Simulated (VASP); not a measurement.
# SiNi3 (Pm-3m) in VASP: a series of runs

The runs below take SiNi3 through single point, with RPBE, revPBE, BLYP, r2SCAN.

Everything below comes from runs of VASP 6.6.1. Logs are shortened: lines on timing, memory, paths and dates and some standing lists are left out, and cuts for length are marked.

## Step 1: The cell of the first run

The structure is cubic, space group Pm-3m (No. 221). The conventional cell has a = 3.542 Å, b = 3.542 Å, c = 3.542 Å, α = 90.00°, β = 90.00°, γ = 90.00°. Ni (site symmetry 4/mmm) has 8 Ni at 2.50 Å and 4 Si at 2.50 Å within 3.3 Å. Within 3.3 Å of Si (site symmetry m-3m) lie 12 Ni at 2.50 Å.

## Step 2: Single point, RPBE, collinear spin, ferromagnetic start

File INCAR:

```
PREC = Accurate
ENCUT = 520
EDIFF = 1E-7
ISMEAR = -1
SIGMA = 0.05
LREAL = False
LASPH = True
NELM = 150
ALGO = Normal
ISIF = 2
LWAVE = False
LCHARG = True
ISPIN = 2
MAGMOM = 1 1 1 0
LORBIT = 11
LMAXMIX = 4
GGA = RP
LELF = True
LVHAR = True
NBANDS = 29
```

File KPOINTS:

```
regular mesh
0
Gamma
  4 4 4
```

File POSCAR:

```
SiNi3
1.0
    3.5420000000      0.0000000000      0.0000000000
    0.0000000000      3.5420000000      0.0000000000
    0.0000000000      0.0000000000      3.5420000000
Ni Si
3 1
Direct
    0.5000000000      0.5000000000      0.0000000000
    0.5000000000      0.0000000000      0.5000000000
    0.0000000000      0.5000000000      0.5000000000
    0.0000000000      0.0000000000      0.0000000000
```

Potentials or basis: VASP PAW PBE potentials, release 64 (Ni, Si).

Run with:

```
$ cat potpaw_PBE.64/Ni/POTCAR potpaw_PBE.64/Si/POTCAR > POTCAR
$ mpirun -np 1 vasp_std > vasp.out
```

OUTCAR:

```text
PREC = Accurate
   ENCUT = 520
   EDIFF = 1E-7
   ISMEAR = -1
   LREAL = False
   LASPH = True
   NELM = 150
   ISIF = 2
   ISPIN = 2
   LORBIT = 11
   GGA = RP

 ion  position               nearest neighbor table
   1  0.500  0.500  0.000-   2 2.50   3 2.50   4 2.50   2 2.50   3 2.50   2 2.50   4 2.50   2 2.50
                             3 2.50   4 2.50   3 2.50   4 2.50
   2  0.500  0.000  0.500-   1 2.50   3 2.50   4 2.50   1 2.50   4 2.50   1 2.50   3 2.50   1 2.50
                             3 2.50   4 2.50   4 2.50   3 2.50
   3  0.000  0.500  0.500-   1 2.50   2 2.50   4 2.50   1 2.50   4 2.50   2 2.50   4 2.50   4 2.50
                             1 2.50   2 2.50   1 2.50   2 2.50
   4  0.000  0.000  0.000-   1 2.50   2 2.50   3 2.50   2 2.50   3 2.50   1 2.50   3 2.50   3 2.50
                             1 2.50   2 2.50   2 2.50   1 2.50

  LATTYP: Found a simple cubic cell.
 ALAT       =     3.5420000000

  Lattice vectors:

 A1 = (   3.5420000000,   0.0000000000,   0.0000000000)
 A2 = (   0.0000000000,   3.5420000000,   0.0000000000)
 A3 = (   0.0000000000,   0.0000000000,   3.5420000000)

Analysis of symmetry for initial positions (statically):
=====================================================================
 Subroutine PRICEL returns:
 Original cell was already a primitive cell.

 Routine SETGRP: Setting up the symmetry group for a
 simple cubic supercell.

 Subroutine GETGRP returns: Found 48 space group operations
 (whereof 48 operations were pure point group operations)
 out of a pool of 48 trial point group operations.

The static configuration has the point symmetry O_h .

Analysis of symmetry for dynamics (positions and initial velocities):
=====================================================================
 Subroutine PRICEL returns:
 Original cell was already a primitive cell.

 Routine SETGRP: Setting up the symmetry group for a
 simple cubic supercell.

 Subroutine GETGRP returns: Found 48 space group operations
 (whereof 48 operations were pure point group operations)
 out of a pool of 48 trial point group operations.

The dynamic configuration has the point symmetry O_h .

Analysis of structural, dynamic, and magnetic symmetry:
=====================================================================
 Subroutine PRICEL returns:
 Original cell was already a primitive cell.
[... 121 lines left out ...]
   LORBIT       =     11    0 simple, 1 ext, 2 COOP (PROOUT), +10 PAW based schemes
   GGA     = RP    functional components
   LHFCALC =     F    Hartree Fock is set to
   AEXX    =    0.0000 exact exchange contribution
   IVDW    =     0    specifies the selected vdW correction
   LEPSILON=     F    determine dielectric tensor
   LRPA    =     F    only Hartree local field effects (RPA)
 spin polarized calculation
  energy-cutoff  :      520.00
  volume of cell :       44.44
 maximum number of plane-waves:      1222
 NGX is ok and might be reduce to    28
   NGX = 13   NGY = 13   NGZ = 13

 number of electron      33.9999988 magnetization       0.0571203

 number of electron      33.9999988 magnetization      -0.0005489

 Free energy of the ion-electron system (eV)
  ---------------------------------------------------
  ext. energy  EPLUGINS =         0.00000000
  ---------------------------------------------------
  free energy    TOTEN  =       -21.77570781 eV

  energy without entropy =      -21.75820775  energy(sigma->0) =      -21.76695778

 E-fermi :  10.3783     XC(G=0): -12.8412

 val. band max:       10.3508853897   @ k =   0.5000   0.0000   0.0000
 cond. band min:      10.5299908702   @ k =   0.5000   0.5000   0.2500
 fundamental gap:      0.1791054805
 Fermi energy:        10.3782862167

 spin component 1

 k-point     1 :       0.0000    0.0000    0.0000
  band No.  band energies     occupation
      1      -1.3568      1.00000
      2       5.6514      1.00000
      3       6.4519      1.00000
      4       6.4519      1.00000
      5       6.9563      1.00000
      6       6.9563      1.00000
[... 309 lines left out ...]
     28      27.0046      0.00000
     29      31.3217      0.00000
 Fermi energy:        10.3782862167

 spin component 2

 k-point     1 :       0.0000    0.0000    0.0000
  band No.  band energies     occupation
      1      -1.3568      1.00000
      2       5.6514      1.00000
      3       6.4518      1.00000
      4       6.4518      1.00000
      5       6.9561      1.00000
      6       6.9561      1.00000
[... 309 lines left out ...]
     28      27.0046      0.00000
     29      31.3223      0.00000

------------------------ aborting loop because EDIFF is reached ----------------------------------------

  FORCE on cell =-STRESS in cart. coord.  units (eV):
  Direction    XX          YY          ZZ          XY          YZ          ZX
  --------------------------------------------------------------------------------------
  -------------------------------------------------------------------------------------
  Total       -0.3549654     -0.3549654     -0.3549654     -0.0000000     -0.0000000     -0.0000000
  in kB      -12.7982593    -12.7982593    -12.7982593     -0.0000000     -0.0000000     -0.0000000
  external PRESSURE =     -12.7982593 kB  Pullay stress =       0.0000000 kB

 VOLUME and BASIS-vectors are now :
 -----------------------------------------------------------------------------
  energy-cutoff  :      520.00
  volume of cell :       44.44
      direct lattice vectors                 reciprocal lattice vectors
     3.542000000  0.000000000  0.000000000     0.282326369  0.000000000  0.000000000
     0.000000000  3.542000000  0.000000000     0.000000000  0.282326369  0.000000000
     0.000000000  0.000000000  3.542000000     0.000000000  0.000000000  0.282326369

 POSITION                                       TOTAL-FORCE (eV/Angst)
 -----------------------------------------------------------------------------------
      1.77100      1.77100      0.00000         0.000000      0.000000      0.000000
      1.77100      0.00000      1.77100         0.000000      0.000000      0.000000
      0.00000      1.77100      1.77100         0.000000      0.000000      0.000000
      0.00000      0.00000      0.00000         0.000000      0.000000      0.000000
 -----------------------------------------------------------------------------------
    total drift:                                0.000000      0.000000      0.000000

  FREE ENERGIE OF THE ION-ELECTRON SYSTEM (eV)
  ---------------------------------------------------
  free  energy   TOTEN  =       -21.7757078114 eV

  energy  without entropy=      -21.7582077471  energy(sigma->0) =      -21.76695778

 total charge

# of ion       s       p       d       tot
------------------------------------------
    1        0.470   0.538   8.386   9.394
    2        0.470   0.538   8.386   9.394
    3        0.470   0.538   8.386   9.394
    4        0.734   0.805   0.000   1.539
--------------------------------------------------
tot          2.144   2.420  25.157  29.720

 magnetization (x)

# of ion       s       p       d       tot
------------------------------------------
    1        0.000   0.000  -0.000  -0.000
    2        0.000   0.000  -0.000  -0.000
    3        0.000   0.000  -0.000  -0.000
    4        0.000   0.000   0.000   0.000
--------------------------------------------------
tot          0.000   0.000  -0.001  -0.000
```

OSZICAR:

```text
N       E                     dE             d eps       ncg     rms          rms(c)
DAV:   1     0.210979108771E+03    0.21098E+03   -0.14427E+04  1184   0.153E+03
DAV:   2    -0.104792716721E+02   -0.22146E+03   -0.20527E+03  1165   0.303E+02
DAV:   3    -0.246509374753E+02   -0.14172E+02   -0.13400E+02  1286   0.918E+01
DAV:   4    -0.249091651381E+02   -0.25823E+00   -0.25758E+00  1337   0.120E+01
DAV:   5    -0.249163725488E+02   -0.72074E-02   -0.72067E-02  1447   0.176E+00    0.195E+01
DAV:   6    -0.253674668160E+02   -0.45109E+00   -0.23891E+01  1382   0.869E+01    0.182E+01
DAV:   7    -0.218308273827E+02    0.35366E+01   -0.82337E+00  1421   0.488E+01    0.393E+00
DAV:   8    -0.217874968714E+02    0.43331E-01   -0.21643E-01  1465   0.363E+00    0.150E+00
DAV:   9    -0.217778853970E+02    0.96115E-02   -0.13374E-02  1653   0.135E+00    0.615E-01
DAV:  10    -0.217763361417E+02    0.15493E-02   -0.11795E-03  1573   0.325E-01    0.305E-01
DAV:  11    -0.217756751179E+02    0.66102E-03   -0.16811E-04  1811   0.181E-01    0.922E-02
DAV:  12    -0.217757115109E+02   -0.36393E-04   -0.81697E-05  1557   0.998E-02    0.398E-02
DAV:  13    -0.217757120304E+02   -0.51952E-06   -0.98274E-06  1553   0.437E-02    0.217E-02
DAV:  14    -0.217757087714E+02    0.32591E-05   -0.26382E-06  1531   0.223E-02    0.689E-03
DAV:  15    -0.217757081628E+02    0.60853E-06   -0.89208E-07  1519   0.106E-02    0.471E-03
DAV:  16    -0.217757078515E+02    0.31131E-06   -0.16712E-07   895   0.752E-03    0.152E-03
DAV:  17    -0.217757078114E+02    0.40120E-07   -0.63197E-08   767   0.283E-03
   1 F= -.21775708E+02 E0= -.21766958E+02  d E =-.175001E-01  mag=    -0.0003
```

stdout:

```text
POSCAR found type information on POSCAR NiSi
 POSCAR found :  2 types and       4 ions
 scaLAPACK will be used
 -----------------------------------------------------------------------------
|                                                                             |
|                                                                             |
|     You enforced a specific xc type in the INCAR file but a different       |
|     I HOPE YOU KNOW WHAT YOU ARE DOING!                                     |
|                                                                             |
 -----------------------------------------------------------------------------

 LDA part: xc-table for (Slater+PW92), standard interpolation
 POSCAR, INCAR and KPOINTS ok, starting setup
 FFT: planning ... GRIDC
 FFT: planning ... GRID_SOFT
 FFT: planning ... GRID
 WAVECAR not read
 entering main loop
```

It took 40 s on 1 thread of Intel Xeon Platinum 8259CL at 2.50GHz (Skylake/Cascade Lake), shared host; peak memory 0.17 GiB.

What came out:

| Item | Value |
| --- | --- |
| Free energy | -21.7757 eV |
| Pressure | -1.3 GPa |
| Band gap on the k mesh | zero (filled and empty bands overlap) |
| Net moment | 0.00 μB per cell |
| Valence electrons inside the program's atomic spheres | Ni 9.39; Si 1.54 |

Caveat: the k points lie up to 0.44 Å⁻¹ apart; the PAW data sets were made with another functional, which shifts forces and pressure a little.

## Step 3: Single point, revPBE, collinear spin, ferromagnetic start

File INCAR:

```
PREC     = Accurate       # precision mode
ENCUT    = 520            # plane-wave cutoff, eV
EDIFF    = 1E-6           # SCF threshold, eV
ISMEAR   = -1             # smearing method
SIGMA    = 0.05           # smearing width, eV
LREAL    = F              # projectors in reciprocal space
LASPH    = T              # aspherical terms in the spheres
NELM     = 150            # most SCF steps
ALGO     = Fast           # electronic algorithm
ISIF     = 2              # what is computed and relaxed
LWAVE    = F              # write WAVECAR
LCHARG   = F              # write CHGCAR
ISPIN    = 2              # spin polarisation
MAGMOM   = 1 1 1 0        # initial moments
LORBIT   = 11             # projections on sites
LMAXMIX  = 4              # l up to which the mixer works
GGA      = RE             # functional
NBANDS   = 29             # bands
```

KPOINTS is that of step 2.

POSCAR is that of step 2.

Potentials or basis: VASP PAW PBE potentials, release 64 (Ni, Si).

Run with:

```
$ cat potpaw_PBE.64/Ni/POTCAR potpaw_PBE.64/Si/POTCAR > POTCAR
$ mpirun -np 1 vasp_std > vasp.out
```

Wall time 35 s (1 thread of Intel Xeon Platinum 8259CL at 2.50GHz (Skylake/Cascade Lake), shared host); peak memory 0.17 GiB.

Results (log left out):

- Free energy: -22.1874 eV
- Pressure: -2.6 GPa
- Band gap on the k mesh: zero (filled and empty bands overlap)
- Net moment: 0.00 μB per cell
- Valence electrons inside the program's atomic spheres: Ni 9.40; Si 1.54

Levels at points of the mesh, in eV from the Fermi level:
Spin up:
| k point | band 15 | band 16 | band 17 | band 18 | band 19 | band 20 |
| --- | --- | --- | --- | --- | --- | --- |
| (0.00, 0.00, 0.00) | -0.65 | -0.35 | -0.03 | -0.03 | -0.03 | 4.54 |
| (0.50, 0.00, 0.00) | -1.15 | -0.59 | -0.03 | 3.44 | 3.44 | 4.97 |
| (0.50, 0.50, 0.00) | -1.12 | -1.02 | -0.96 | 0.56 | 0.56 | 5.36 |
| (0.50, 0.50, 0.50) | -1.24 | -0.38 | -0.26 | -0.26 | -0.26 | 1.04 |
Spin down:
| k point | band 15 | band 16 | band 17 | band 18 | band 19 | band 20 |
| --- | --- | --- | --- | --- | --- | --- |
| (0.00, 0.00, 0.00) | -0.65 | -0.35 | -0.03 | -0.03 | -0.03 | 4.54 |
| (0.50, 0.00, 0.00) | -1.15 | -0.59 | -0.03 | 3.44 | 3.44 | 4.97 |
| (0.50, 0.50, 0.00) | -1.12 | -1.02 | -0.96 | 0.56 | 0.56 | 5.36 |
| (0.50, 0.50, 0.50) | -1.24 | -0.38 | -0.26 | -0.26 | -0.26 | 1.04 |

Caveat: the k points lie up to 0.44 Å⁻¹ apart; the PAW data sets were made with another functional, which shifts forces and pressure a little.

## Step 4: Single point, BLYP, collinear spin, ferromagnetic start

File INCAR:

```
  AGGAC = 1.0
  AGGAX = 1.0
  ALDAC = 0.0
  ALDAX = 1.0
  ALGO = Normal
  EDIFF = 1E-6
  ENCUT = 520
  GGA = B5
  ISIF = 2
  ISMEAR = -1
  ISPIN = 2
  LASPH = True
  LCHARG = False
  LMAXMIX = 4
  LORBIT = 11
  LREAL = False
  LWAVE = False
  MAGMOM = 1 1 1 0
  NBANDS = 29
  NELM = 150
  PREC = Accurate
  SIGMA = 0.05
```

File KPOINTS:

```
k-points
0
Gamma
  4 4 4
```

POSCAR is that of step 3.

Run with:

```
$ cat potpaw_PBE.64/Ni/POTCAR potpaw_PBE.64/Si/POTCAR > POTCAR
$ mpirun -np 1 vasp_std > vasp.out
```

It took 44 s on 1 thread of Intel Xeon Platinum 8259CL at 2.50GHz (Skylake/Cascade Lake), shared host; peak memory 0.17 GiB.

The run converged. Its results:

```yaml
Free_energy: -19.7059 eV
Pressure: 3.9 GPa
Band_gap_on_the_k_mesh: zero (filled and empty bands overlap)
Net_moment: 0.00 μB per cell
Valence_electrons_inside_the_program's_atomic_spheres: Ni 9.45; Si 1.56
```

Levels at points of the mesh, in eV from the Fermi level:
Spin up:
```tsv
k point	band 14	band 15	band 16	band 17	band 18	band 19	band 20	band 21
(0.00, 0.00, 0.00)	-0.69	-0.69	-0.37	-0.03	-0.03	-0.03	4.39	6.28
(0.50, 0.00, 0.00)	-1.31	-1.17	-0.62	-0.03	3.44	3.44	4.85	5.28
(0.50, 0.50, 0.00)	-1.41	-1.14	-1.01	-0.97	0.57	0.57	5.33	6.26
(0.50, 0.50, 0.50)	-1.26	-1.26	-0.27	-0.27	-0.27	-0.13	0.95	3.87
```
Spin down:
```tsv
k point	band 13	band 14	band 15	band 16	band 17	band 18	band 19	band 20	band 21	band 22
(0.00, 0.00, 0.00)	-0.81	-0.69	-0.69	-0.37	-0.03	-0.03	-0.03	4.39	6.28	6.28
(0.50, 0.00, 0.00)	-1.32	-1.31	-1.17	-0.62	-0.03	3.44	3.44	4.85	5.28	5.28
(0.50, 0.50, 0.00)	-1.45	-1.41	-1.14	-1.01	-0.97	0.57	0.57	5.33	6.26	7.64
(0.50, 0.50, 0.50)	-1.46	-1.26	-1.26	-0.27	-0.27	-0.27	-0.13	0.95	3.87	3.87
```

Caveat: the k points lie up to 0.44 Å⁻¹ apart; the PAW data sets were made with another functional, which shifts forces and pressure a little.

## Step 5: Single point, r2SCAN, collinear spin, ferromagnetic start

POSCAR is that of step 4.

File INCAR.step1:

```
SYSTEM = SiNi3
PREC = Accurate
ENCUT = 520
ISMEAR = -1
SIGMA = 0.05
LREAL = .FALSE.
LASPH = .TRUE.
NELM = 150
ISPIN = 2
MAGMOM = 1 1 1 0
LMAXMIX = 4
NBANDS = 29
GGA = PE
ALGO = Normal
EDIFF = 1E-4
LWAVE = .TRUE.
LCHARG = .FALSE.
```

File INCAR.step2:

```
SYSTEM = SiNi3
PREC = Accurate
ENCUT = 520
EDIFF = 1E-7
ISMEAR = -1
SIGMA = 0.05
LREAL = .FALSE.
LASPH = .TRUE.
NELM = 150
ALGO = Normal
ISIF = 2
LWAVE = .FALSE.
LCHARG = .FALSE.
ISPIN = 2
MAGMOM = 1 1 1 0
LORBIT = 11
LMAXMIX = 4
METAGGA = R2SCAN
LMIXTAU = .TRUE.
NBANDS = 29
ISTART = 1
```

File KPOINTS:

```
Automatic mesh
0
G
  4 4 4
  0 0 0
```

Run with:

```
$ cat potpaw_PBE.64/Ni/POTCAR potpaw_PBE.64/Si/POTCAR > POTCAR
$ cp INCAR.step1 INCAR
$ mpirun -np 1 vasp_std > vasp.out
$ cp INCAR.step2 INCAR
$ mpirun -np 1 vasp_std > vasp.out
```

Wall time 1.9 min (1 thread of Intel Xeon Platinum 8259CL at 2.50GHz (Skylake/Cascade Lake), shared host); peak memory 0.19 GiB.

Results (log left out):

```yaml
Free_energy: -46.2774 eV
Pressure: -13.0 GPa
Band_gap_on_the_k_mesh: zero (filled and empty bands overlap)
Net_moment: 0.00 μB per cell
Valence_electrons_inside_the_program's_atomic_spheres: Ni 9.45; Si 1.53
```

Levels at points of the mesh, in eV from the Fermi level:
Spin up:
```
           k point  band 15  band 16  band 17  band 18  band 19  band 20
(0.00, 0.00, 0.00)    -0.76    -0.41    -0.02    -0.02    -0.02     4.92
(0.50, 0.00, 0.00)    -1.23    -0.69    -0.02     3.58     3.58     5.36
(0.50, 0.50, 0.00)    -1.17    -1.07    -0.97     0.56     0.56     5.60
(0.50, 0.50, 0.50)    -1.30    -0.44    -0.28    -0.28    -0.28     1.16
```
Spin down:
```csv
k point,band 13,band 14,band 15,band 16,band 17,band 18,band 19,band 20,band 21,band 22
"(0.00, 0.00, 0.00)",-0.98,-0.76,-0.76,-0.41,-0.02,-0.02,-0.02,4.92,6.36,6.36
"(0.50, 0.00, 0.00)",-1.34,-1.34,-1.23,-0.69,-0.02,3.58,3.58,5.36,5.36,5.48
"(0.50, 0.50, 0.00)",-1.53,-1.51,-1.18,-1.07,-0.97,0.56,0.56,5.60,6.60,7.83
"(0.50, 0.50, 0.50)",-1.55,-1.30,-1.30,-0.44,-0.28,-0.28,-0.28,1.16,4.02,4.02
```

Caveat: the k points lie up to 0.44 Å⁻¹ apart; the PAW data sets were made with another functional, which shifts forces and pressure a little.

(Part 1 of 2 ends here.)
